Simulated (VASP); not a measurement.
# Ni (Fm-3m) in VASP: notebook, part 2 of 2

VASP 6.6.1. The steps go on from the part before.

## (5) Single point, LDA, collinear spin, ferromagnetic start

INCAR reads:

```
PREC = Accurate ; ENCUT = 520
EDIFF = 1E-6 ; ISMEAR = 0
SIGMA = 0.15 ; LREAL = False
LASPH = True ; NELM = 150
ALGO = Normal ; ISIF = 2
LWAVE = False ; LCHARG = False
ISPIN = 2 ; MAGMOM = 0.375
LORBIT = 11 ; NUPDOWN = 0.375
LMAXMIX = 4 ; GGA = CA
NBANDS = 15
```

KPOINTS reads:

```
regular mesh
0
Gamma
  24 24 24
```

POSCAR reads:

```
Ni
1.0
    0.0000000000      1.7455396617      1.7455396617
    1.7455396617      0.0000000000      1.7455396617
    1.7455396617      1.7455396617      0.0000000000
Ni
1
Direct
    0.0000000000      0.0000000000      0.0000000000
```

Potentials or basis: VASP PAW LDA potentials, release 64 (Ni).

Launch:

```console
$ cat potpaw_LDA.64/Ni/POTCAR > POTCAR
$ mpirun -np 1 vasp_std > vasp.out
```

OUTCAR:

```text
PREC = Accurate
   ENCUT = 520
   EDIFF = 1E-6
   ISMEAR = 0
   LREAL = False
   LASPH = True
   NELM = 150
   ISIF = 2
   ISPIN = 2
   LORBIT = 11
   NUPDOWN = 0.375
   GGA = CA

 ion  position               nearest neighbor table
   1  0.000  0.000  0.000-

  LATTYP: Found a face centered cubic cell.
 ALAT       =     3.4910793234

  Lattice vectors:

 A1 = (   0.0000000000,   1.7455396617,   1.7455396617)
 A2 = (   1.7455396617,   0.0000000000,   1.7455396617)
 A3 = (   1.7455396617,   1.7455396617,   0.0000000000)

Analysis of symmetry for initial positions (statically):
=====================================================================
 Subroutine PRICEL returns:
 Original cell was already a primitive cell.

 Routine SETGRP: Setting up the symmetry group for a
 face centered cubic supercell.

 Subroutine GETGRP returns: Found 48 space group operations
 (whereof 48 operations were pure point group operations)
 out of a pool of 48 trial point group operations.

The static configuration has the point symmetry O_h .

Analysis of symmetry for dynamics (positions and initial velocities):
=====================================================================
 Subroutine PRICEL returns:
 Original cell was already a primitive cell.

 Routine SETGRP: Setting up the symmetry group for a
 face centered cubic supercell.

 Subroutine GETGRP returns: Found 48 space group operations
 (whereof 48 operations were pure point group operations)
 out of a pool of 48 trial point group operations.

The dynamic configuration has the point symmetry O_h .

Analysis of structural, dynamic, and magnetic symmetry:
=====================================================================
 Subroutine PRICEL returns:
 Original cell was already a primitive cell.

 Routine SETGRP: Setting up the symmetry group for a
 face centered cubic supercell.

 Subroutine GETGRP returns: Found 48 space group operations
 (whereof 48 operations were pure point group operations)
 out of a pool of 48 trial point group operations.

The overall configuration has the point symmetry O_h .

 Subroutine INISYM returns: Found 48 space group operations
 (whereof 48 operations are pure point group operations),
 and found     1 'primitive' translations

----------------------------------------------------------------------------------------

                                     Primitive cell

  volume of cell :      10.6370

  direct lattice vectors                    reciprocal lattice vectors
     0.000000000  1.745539662  1.745539662    -0.286444365  0.286444365  0.286444365
     1.745539662  0.000000000  1.745539662     0.286444365 -0.286444365  0.286444365
     1.745539662  1.745539662  0.000000000     0.286444365  0.286444365 -0.286444365

  length of vectors
     2.468565863  2.468565863  2.468565863     0.496136194  0.496136194  0.496136194

  position of ions in fractional coordinates (direct lattice)
     0.000000000  0.000000000  0.000000000

  ion indices of the primitive-cell ions
   primitive index   ion index
                 1           1

----------------------------------------------------------------------------------------

 KPOINTS: regular mesh

Automatic generation of k-mesh.
 Grid dimensions read from file:
 generate k-points for:   24   24   24

 Generating k-lattice:

[... 64 lines left out ...]
   NSW    =      0    number of steps for IOM
   IBRION =     -1    ionic relax: 0-MD 1-quasi-New 2-CG
   NFREE  =      0    steps in history (QN), initial steepest desc. (CG)
   ISIF   =      2    stress and relaxation
   ISYM   =      2    0-nonsym 1-usesym 2-fastsym
   POTIM  = 0.5000    time-step for ionic-motion
   TEBEG  =    0.0;   TEEND  =   0.0 temperature during run
   PSTRESS=    0.0 pullay stress
   NELECT =      10.0000    total number of electrons
   NUPDOWN=       0.3750    fix difference up-down
   EMIN   =  10.00;   EMAX   =-10.00  energy-range for DOS
   EFERMI =   0.00;   METHOD = LEGACY
   ISMEAR =     0;   SIGMA  =   0.15  broadening in eV -4-tet -1-fermi 0-gaus
   EFERMI_NEDOS =   21; number of points for ismear=-14 and -15
   IALGO  =     38    algorithm
   IMIX   =      4    mixing-type and parameters
     AMIX     =   0.40;   BMIX     =  1.00
     AMIX_MAG =   1.60;   BMIX_MAG =  1.00
  volume/ion in A,a.u.               =      10.64        71.78
  Fermi-wavevector in a.u.,A,eV,Ry     =   1.603744  3.030637 34.994125  2.571996
  Thomas-Fermi vector in A             =   2.700359
   LORBIT       =     11    0 simple, 1 ext, 2 COOP (PROOUT), +10 PAW based schemes
   GGA     = CA    functional components
   LHFCALC =     F    Hartree Fock is set to
   AEXX    =    0.0000 exact exchange contribution
   IVDW    =     0    specifies the selected vdW correction
   LEPSILON=     F    determine dielectric tensor
   LRPA    =     F    only Hartree local field effects (RPA)
 spin polarized calculation
 Gauss-broadening in eV      SIGMA  =   0.15
  energy-cutoff  :      520.00
  volume of cell :       10.64
 maximum number of plane-waves:       302
   NGX =  9   NGY =  9   NGZ =  9

 number of electron      10.0000006 magnetization       0.3750000

 Free energy of the ion-electron system (eV)
  ---------------------------------------------------
  ext. energy  EPLUGINS =         0.00000000
  ---------------------------------------------------
  free energy    TOTEN  =        -6.54903994 eV

  energy without entropy =       -6.51883687  energy(sigma->0) =       -6.53393841

 E-fermi :   9.3073     XC(G=0): -13.7454

 val. band max:        9.3047656254   @ k =  -0.4167   0.2917   0.1250
 cond. band min:       9.1417856101   @ k =  -0.2083   0.1667   0.0000
 fundamental gap:     -0.1629800153
 Fermi energy:         9.1376625541

 spin component 1

 k-point     1 :       0.0000    0.0000    0.0000
  band No.  band energies     occupation
      1       0.2211      1.00000
      2       7.0718      1.00000
      3       7.0718      1.00000
      4       7.0718      1.00000
      5       8.2570      1.00000
      6       8.2570      1.00000
      7      33.3246      0.00000
      8      37.2677      0.00000
      9      37.2677      0.00000
     10      37.2677      0.00000
     11      40.3280      0.00000
     12      40.3280      0.00000
     13      40.3280      0.00000
     14      43.4255      0.00000
[... 403 lines left out ...]
      4       8.2129      1.00000
      5       8.9692      0.94389
      6       9.3351      0.03135
      7      16.0767      0.00000
      8      31.6422      0.00000
      9      33.4383      0.00000
     10      34.1449      0.00000
     11      37.9445      0.00000
     12      38.4391      0.00000
     13      43.9739      0.00000
     14      53.4529      0.00000
     15      55.3954      0.00000

 [... further k-points ...]

 spin component 2

 k-point     1 :       0.0000    0.0000    0.0000
  band No.  band energies     occupation
      1       0.2401      1.00000
      2       7.4612      1.00000
      3       7.4612      1.00000
      4       7.4612      1.00000
      5       8.6104      1.00000
      6       8.6104      1.00000
      7      33.3056      0.00000
      8      37.2902      0.00000
      9      37.2902      0.00000
     10      37.2902      0.00000
     11      40.4265      0.00000
     12      40.4265      0.00000
     13      40.4265      0.00000
     14      43.4014      0.00000
[... 403 lines left out ...]
      4       8.3831      1.00000
      5       9.3791      0.24926
      6       9.6321      0.00110
      7      16.2859      0.00000
      8      31.6288      0.00000
      9      33.5091      0.00000
     10      34.2143      0.00000
     11      38.0088      0.00000
     12      38.5068      0.00000
     13      44.0768      0.00000
     14      53.6007      0.00000
     15      56.1108      0.00000

 [... further k-points ...]
[... 5 lines left out ...]
  --------------------------------------------------------------------------------------
  -------------------------------------------------------------------------------------
  Total       -0.8894321     -0.8894321     -0.8894321     -0.0000000     -0.0000000      0.0000000
  in kB     -133.9689687   -133.9689687   -133.9689687     -0.0000000     -0.0000000      0.0000000
  external PRESSURE =    -133.9689687 kB  Pullay stress =       0.0000000 kB

 VOLUME and BASIS-vectors are now :
 -----------------------------------------------------------------------------
  energy-cutoff  :      520.00
  volume of cell :       10.64
      direct lattice vectors                 reciprocal lattice vectors
     0.000000000  1.745539662  1.745539662    -0.286444365  0.286444365  0.286444365
     1.745539662  0.000000000  1.745539662     0.286444365 -0.286444365  0.286444365
     1.745539662  1.745539662  0.000000000     0.286444365  0.286444365 -0.286444365

 POSITION                                       TOTAL-FORCE (eV/Angst)
 -----------------------------------------------------------------------------------
      0.00000      0.00000      0.00000        -0.000000      0.000000      0.000000
 -----------------------------------------------------------------------------------
    total drift:                                0.000000     -0.000000     -0.000000

  FREE ENERGIE OF THE ION-ELECTRON SYSTEM (eV)
  ---------------------------------------------------
  free  energy   TOTEN  =        -6.5490399429 eV

  energy  without entropy=       -6.5188368673  energy(sigma->0) =       -6.53393841

 total charge

# of ion       s       p       d       tot
------------------------------------------
    1        0.506   0.513   8.343   9.362

 magnetization (x)

# of ion       s       p       d       tot
------------------------------------------
    1       -0.005  -0.015   0.398   0.379
```

OSZICAR:

```text
N       E                     dE             d eps       ncg     rms          rms(c)
DAV:   1     0.316471562718E+02    0.31647E+02   -0.42497E+03 26550   0.867E+02
DAV:   2    -0.625730381227E+01   -0.37904E+02   -0.35276E+02 28126   0.163E+02
DAV:   3    -0.766581621539E+01   -0.14085E+01   -0.13913E+01 30394   0.306E+01
DAV:   4    -0.767444594377E+01   -0.86297E-02   -0.86278E-02 30338   0.228E+00
DAV:   5    -0.767455143383E+01   -0.10549E-03   -0.10549E-03 30983   0.226E-01    0.103E+01
DAV:   6    -0.693548302180E+01    0.73907E+00   -0.14687E+01 35959   0.423E+01    0.596E+00
DAV:   7    -0.657043879065E+01    0.36504E+00   -0.26448E+00 32691   0.161E+01    0.181E+00
DAV:   8    -0.655190714746E+01    0.18532E-01   -0.29315E-02 31342   0.112E+00    0.727E-01
DAV:   9    -0.654971749897E+01    0.21896E-02   -0.11247E-03 40878   0.188E-01    0.241E-01
DAV:  10    -0.654904525429E+01    0.67224E-03   -0.56943E-04 41197   0.115E-01    0.351E-02
DAV:  11    -0.654903914479E+01    0.61095E-05   -0.23401E-05 37579   0.291E-02    0.144E-02
DAV:  12    -0.654903994289E+01   -0.79810E-06   -0.60033E-07 23733   0.626E-03
   1 F= -.65490399E+01 E0= -.65339384E+01  d E =-.302031E-01  mag=     0.3750
```

Wall time 1.9 min (1 thread of Intel Xeon Platinum 8488C (Sapphire Rapids), shared host); peak memory 0.2 GiB.

What came out:

- Free energy: -6.5490 eV
- Pressure: -13.4 GPa
- Net moment: 0.38 μB per cell
- Site moments: Ni +0.38 μB
- Valence electrons inside the program's atomic spheres: Ni 9.36

Caveat: the total moment is fixed, so each spin has its own Fermi level.

## (6) Single point, LDA, collinear spin, ferromagnetic start

This run uses another cell than the first one, of 11.84 Å³/atom, 1.113 times its volume.

INCAR reads:

```
PREC = Accurate
ENCUT = 520
EDIFF = 1E-7
ISMEAR = 0
SIGMA = 0.15
LREAL = F
LASPH = T
NELM = 150
ALGO = Normal
ISIF = 2
LWAVE = F
LCHARG = F
ISPIN = 2
MAGMOM = 0.125
LORBIT = 11
NUPDOWN = 0.125
LMAXMIX = 4
NBANDS = 15
```

KPOINTS is that of step 5.

POSCAR reads:

```
Ni
1.0
    0.0000000000      1.8091101921      1.8091101921
    1.8091101921      0.0000000000      1.8091101921
    1.8091101921      1.8091101921      0.0000000000
Ni
1
Direct
    0.0000000000      0.0000000000      0.0000000000
```

Potentials or basis: VASP PAW LDA potentials, release 64 (Ni).

Launch:

```console
$ cat potpaw_LDA.64/Ni/POTCAR > POTCAR
$ mpirun -np 1 vasp_std > vasp.out
```

OUTCAR:

```text
PREC = Accurate
   ENCUT = 520
   EDIFF = 1E-7
   ISMEAR = 0
   LREAL = F
   LASPH = T
   NELM = 150
   ISIF = 2
   ISPIN = 2
   LORBIT = 11
   NUPDOWN = 0.125

 ion  position               nearest neighbor table
   1  0.000  0.000  0.000-

  LATTYP: Found a face centered cubic cell.
 ALAT       =     3.6182203842

  Lattice vectors:

 A1 = (   0.0000000000,   1.8091101921,   1.8091101921)
 A2 = (   1.8091101921,   0.0000000000,   1.8091101921)
 A3 = (   1.8091101921,   1.8091101921,   0.0000000000)

Analysis of symmetry for initial positions (statically):
=====================================================================
 Subroutine PRICEL returns:
 Original cell was already a primitive cell.

 Routine SETGRP: Setting up the symmetry group for a
 face centered cubic supercell.

 Subroutine GETGRP returns: Found 48 space group operations
 (whereof 48 operations were pure point group operations)
 out of a pool of 48 trial point group operations.

The static configuration has the point symmetry O_h .

Analysis of symmetry for dynamics (positions and initial velocities):
=====================================================================
 Subroutine PRICEL returns:
 Original cell was already a primitive cell.

 Routine SETGRP: Setting up the symmetry group for a
 face centered cubic supercell.

 Subroutine GETGRP returns: Found 48 space group operations
 (whereof 48 operations were pure point group operations)
 out of a pool of 48 trial point group operations.

The dynamic configuration has the point symmetry O_h .

Analysis of structural, dynamic, and magnetic symmetry:
=====================================================================
 Subroutine PRICEL returns:
 Original cell was already a primitive cell.

 Routine SETGRP: Setting up the symmetry group for a
 face centered cubic supercell.

 Subroutine GETGRP returns: Found 48 space group operations
 (whereof 48 operations were pure point group operations)
 out of a pool of 48 trial point group operations.

The overall configuration has the point symmetry O_h .

 Subroutine INISYM returns: Found 48 space group operations
 (whereof 48 operations are pure point group operations),
[... 155 lines left out ...]
      1      -0.5232      1.00000
      2       5.9907      1.00000
      3       5.9907      1.00000
      4       5.9907      1.00000
      5       6.9934      1.00000
      6       6.9934      1.00000
      7      30.9316      0.00000
      8      34.0484      0.00000
      9      34.0484      0.00000
     10      34.0484      0.00000
     11      36.8377      0.00000
     12      36.8377      0.00000
     13      36.8377      0.00000
     14      40.1027      0.00000
[... 403 lines left out ...]
      4       6.9752      1.00000
      5       7.6116      0.73016
      6       7.9551      0.00433
      7      13.9188      0.00000
      8      29.2539      0.00000
      9      30.2408      0.00000
     10      30.8578      0.00000
     11      34.7286      0.00000
     12      35.1243      0.00000
     13      39.9649      0.00000
     14      49.2581      0.00000
     15      51.5179      0.00000

 [... further k-points ...]

 spin component 2

 k-point     1 :       0.0000    0.0000    0.0000
  band No.  band energies     occupation
      1      -0.5199      1.00000
      2       6.1212      1.00000
      3       6.1212      1.00000
      4       6.1212      1.00000
      5       7.1112      1.00000
      6       7.1112      1.00000
      7      30.9211      0.00000
      8      34.0553      0.00000
      9      34.0553      0.00000
     10      34.0553      0.00000
     11      36.8664      0.00000
     12      36.8664      0.00000
     13      36.8664      0.00000
     14      40.0914      0.00000
[... 403 lines left out ...]
      4       7.0380      1.00000
      5       7.7480      0.49933
      6       8.0460      0.00246
      7      13.9843      0.00000
      8      29.2463      0.00000
      9      30.2613      0.00000
     10      30.8781      0.00000
     11      34.7456      0.00000
     12      35.1434      0.00000
     13      39.9938      0.00000
     14      49.2795      0.00000
     15      51.5347      0.00000

 [... further k-points ...]
[... 5 lines left out ...]
  --------------------------------------------------------------------------------------
  -------------------------------------------------------------------------------------
  Total       -2.1058986     -2.1058986     -2.1058986      0.0000000      0.0000000      0.0000000
  in kB     -284.9200330   -284.9200330   -284.9200330      0.0000000      0.0000000      0.0000000
  external PRESSURE =    -284.9200330 kB  Pullay stress =       0.0000000 kB

 VOLUME and BASIS-vectors are now :
 -----------------------------------------------------------------------------
  energy-cutoff  :      520.00
  volume of cell :       11.84
      direct lattice vectors                 reciprocal lattice vectors
     0.000000000  1.809110192  1.809110192    -0.276378964  0.276378964  0.276378964
     1.809110192  0.000000000  1.809110192     0.276378964 -0.276378964  0.276378964
     1.809110192  1.809110192  0.000000000     0.276378964  0.276378964 -0.276378964

 POSITION                                       TOTAL-FORCE (eV/Angst)
 -----------------------------------------------------------------------------------
      0.00000      0.00000      0.00000        -0.000000     -0.000000     -0.000000
 -----------------------------------------------------------------------------------
    total drift:                                0.000000      0.000000      0.000000

  FREE ENERGIE OF THE ION-ELECTRON SYSTEM (eV)
  ---------------------------------------------------
  free  energy   TOTEN  =        -6.3685193257 eV

  energy  without entropy=       -6.3265310113  energy(sigma->0) =       -6.34752517

 total charge

# of ion       s       p       d       tot
------------------------------------------
    1        0.462   0.421   8.303   9.187

 magnetization (x)

# of ion       s       p       d       tot
------------------------------------------
    1       -0.002  -0.005   0.135   0.128
```

stdout:

```text
POSCAR found type information on POSCAR Ni
 POSCAR found :  1 types and       1 ions
 scaLAPACK will be used
 LDA part: xc-table for (Slater(with rela. corr.)+CA(PZ))
 , standard interpolation
 POSCAR, INCAR and KPOINTS ok, starting setup
 FFT: planning ... GRIDC
 FFT: planning ... GRID_SOFT
 FFT: planning ... GRID
 WAVECAR not read
 entering main loop
```

It took 89 s on 1 thread of Intel Xeon Platinum 8488C (Sapphire Rapids), shared host; peak memory 0.21 GiB.

Results:

- Free energy: -6.3685 eV
- Pressure: -28.5 GPa
- Net moment: 0.12 μB per cell
- Site moments: Ni +0.13 μB
- Valence electrons inside the program's atomic spheres: Ni 9.19

Caveat: the total moment is fixed, so each spin has its own Fermi level.

## (7) The runs side by side

```csv
fixed moment (μB),cell,pressure (GPa),moment (μB)
0.875,"a = 2.469 Å, angles 60.0°, 1 atom",-10.6,0.88
0.125,"a = 2.469 Å, angles 60.0°, 1 atom",-13.5,0.12
0.625,"a = 2.469 Å, angles 60.0°, 1 atom",-12.6,0.62
0.375,"a = 2.469 Å, angles 60.0°, 1 atom",-13.4,0.38
0.125,"a = 2.558 Å, angles 60.0°, 1 atom",-28.5,0.12
```

Alike in all rows: task single point; level LDA; potentials or basis VASP PAW LDA potentials, release 64 (Ni); spin collinear, ferromagnetic start; k mesh 24 × 24 × 24; cutoff (eV) 520; smearing gaussian 0.15 eV.

Caveats: the total moment is fixed, so each spin has its own Fermi level.

Total energies depend on the potentials used, so only differences within one code and one set of settings carry meaning.
